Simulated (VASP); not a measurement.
Runs of VASP 6.6.1 on Te. The structure is that of space group P6/mmm (No. 191), or close to it. The cells are those of the table. This isn't the form of Te at room conditions, which is trigonal, of chains.

```csv
task,cell,k mesh,gap on the mesh (eV),pressure (GPa),relaxed volume (Å³/atom)
relaxation of cell and atoms,"relaxed from a = 5.093, b = 5.093, c = 5.729 Å, angles 90.0, 90.0, 120.0°, 2 atoms",6 × 6 × 4,none,0.0,64.36
relaxation of cell and atoms,"relaxed from a = 2.826, b = 2.826, c = 9.808 Å, angles 90.0, 90.0, 120.0°, 2 atoms",6 × 6 × 2,none,-,(a)
single point,"a = 2.826, b = 2.826, c = 9.808 Å, angles 90.0, 90.0, 120.0°, 2 atoms",6 × 6 × 2,0.17,-,-
single point,"a = 5.093, b = 5.093, c = 5.729 Å, angles 90.0, 90.0, 120.0°, 2 atoms",6 × 6 × 2,none,0.1,-
single point,"a = 5.533, b = 5.533, c = 3.063 Å, angles 90.0, 90.0, 120.0°, 2 atoms",12 × 12 × 10,none,0.0,-
relaxation of cell and atoms,"relaxed from a = 5.533, b = 5.533, c = 3.063 Å, angles 90.0, 90.0, 120.0°, 2 atoms",12 × 12 × 18,none,0.0,40.84
relaxation of cell and atoms,"relaxed from a = 5.093, b = 5.093, c = 5.729 Å, angles 90.0, 90.0, 120.0°, 2 atoms",12 × 12 × 10,none,0.0,(b)
single point,"a = 5.093, b = 5.093, c = 5.729 Å, angles 90.0, 90.0, 120.0°, 2 atoms",6 × 6 × 4,none,0.0,-
```

Alike in all rows: level PBE; potentials or basis VASP PAW PBE potentials, release 64 (Te); no spin polarisation; cutoff (eV) 500; smearing gaussian 0.1 eV.

Problem. Estimate the missing entries.

Solution. (a) 110.21; (b) 40.55.

Caveats: some runs use coarse meshes; spin-orbit coupling is left out, which moves the levels of the heavy elements; the relaxation moved the vacuum too, so the length across it says nothing of the material (at least some runs); the volume moved by over 15 % at a fixed basis, so the end points are rough (at least some runs); there is no dipole correction, which matters where the two faces differ (at least some runs); atoms lie so close that the PAW spheres overlap strongly, which falsifies energies and pressures (at least some runs).

A k mesh can miss the band edges, and the runs leave out spin-orbit coupling on Te.

A gap of «none» marks levels without a gap at the run's occupations.
